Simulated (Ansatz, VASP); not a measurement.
## Two plane-wave programs on BaTiO3

File INCAR:

```
ALGO = Normal
EDIFF = 1E-8
ENCUT = 520
GGA = PE
ISIF = 2
ISMEAR = -1
LASPH = True
LCHARG = False
LEFG = True
LREAL = False
LWAVE = False
NBANDS = 28
NELM = 80
PREC = Accurate
SIGMA = 0.05
```

The input KPOINTS:

```
k-points
0
Gamma
  9 9 9
```

The input POSCAR:

```
BaTiO3
1.0
    2.7684138588      1.5553739754      2.2508282611
   -2.8869224562      1.6402040201      2.3356583058
    0.0142106750     -3.2998759179      2.3667082572
Ba Ti O
1 1 3
Direct
    0.0000000000      0.0000000000      0.0000000000
    0.5140000000      0.5140000000      0.5140000000
    0.4916000000      0.4916000000      0.9815000000
    0.4916000000      0.9815000000      0.4916000000
    0.9815000000      0.4916000000      0.4916000000
```

Input for Ansatz:

```yaml
crystal:
  lattice:
    - [2.7684138588, 1.5553739754, 2.2508282611]
    - [-2.8869224562, 1.6402040201, 2.3356583058]
    - [0.014210675, -3.2998759179, 2.3667082572]
  atoms:
    - { symbol: Ba, position: [0.0, 0.0, 0.0] }
    - { symbol: Ti, position: [0.514, 0.514, 0.514] }
    - { symbol: O, position: [0.4916, 0.4916, 0.9815] }
    - { symbol: O, position: [0.4916, 0.9815, 0.4916] }
    - { symbol: O, position: [0.9815, 0.4916, 0.4916] }
kpoints:
  mp_grid: { grid: [9, 9, 9] }
scf:
  occupations: { method: fermi_dirac, width: 0.05 }
hamiltonian:
  xc: pbe
  pseudopotentials: { kind: paw }
output:
  forces: true
  stress: true
  eigenvalues: true
  efg: { contact_densities: true }
  write_density: true
  write_potential: true
  elf: true
  volumetric_format: npy
```

Change from the starting cell: equal xy, yz and zx shear strains of -3 %, PAW files.

Alike in both runs: task electric field gradients; functional PBE; k mesh 9 × 9 × 9; occupations fermi-dirac, width 0.05 eV; no spin polarisation.

|  | VASP | Ansatz |
| --- | --- | --- |
| version | VASP 6.6.1 | Ansatz 0.2.0 |
| potentials or method | VASP PAW PBE potentials, release 64 (Ba_sv, Ti_sv, O) | PAW with Ansatz's default frozen-core files, scalar-relativistic |
| plane-wave cutoff (eV) | 520 | 420 |
| valence electrons in the cell | 40 | 40 |

```tsv
	VASP	Ansatz	Ansatz less VASP
gap on the k mesh at the Fermi level (eV)	2.31	2.36	+0.052
pressure (GPa)	7.4	5.6	-1.81
traceless stress, the component that is largest in VASP (GPa)	3.49	3.38	-0.109
rms of the force components (eV/Å)	0.231	0.215	-0.0159
size of Vzz on the site where it differs most (V/Å²)	9.1	10.4	+1.33
```

Atom by atom the forces differ by 0.029 eV/Å (rms over components).

Spin-orbit coupling is off throughout.
